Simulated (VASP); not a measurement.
The system is BN.

```
B N
1.0
     2.50058    0.00000    0.00000
    -1.25029    2.16557    0.00000
     0.00000    0.00000    6.52364
B N
2 2
Direct
  0.33333 0.66667 0.25000
  0.66667 0.33333 0.75000
  0.33333 0.66667 0.75000
  0.66667 0.33333 0.25000
```

Program: VASP 6.6.1. Alike in all runs: no spin polarisation; cell as given; cutoff (eV) 520.

Task: Order these runs on this cell by their band gap on the k mesh, lowest first.
A. level r2SCAN; potentials or basis VASP PAW PBE potentials, release 64 (B, N); k mesh 9 × 9 × 4; smearing gaussian 0.01 eV
B. level LDA; potentials or basis VASP PAW LDA potentials, release 64 (B, N); k mesh 12 × 12 × 4; smearing gaussian 0.01 eV
C. level PBE; potentials or basis VASP PAW PBE potentials, release 64 (B, N); k mesh 12 × 12 × 4; smearing fermi-dirac 0.02 eV
D. level r2SCAN; potentials or basis VASP PAW PBE potentials, release 64 (B, N); k mesh 12 × 12 × 4; smearing gaussian 0.01 eV

Result: B (4.04 eV), C (4.25 eV), D (4.84 eV), A (5.01 eV).

A k mesh can miss the band edges, odd and even meshes differently.
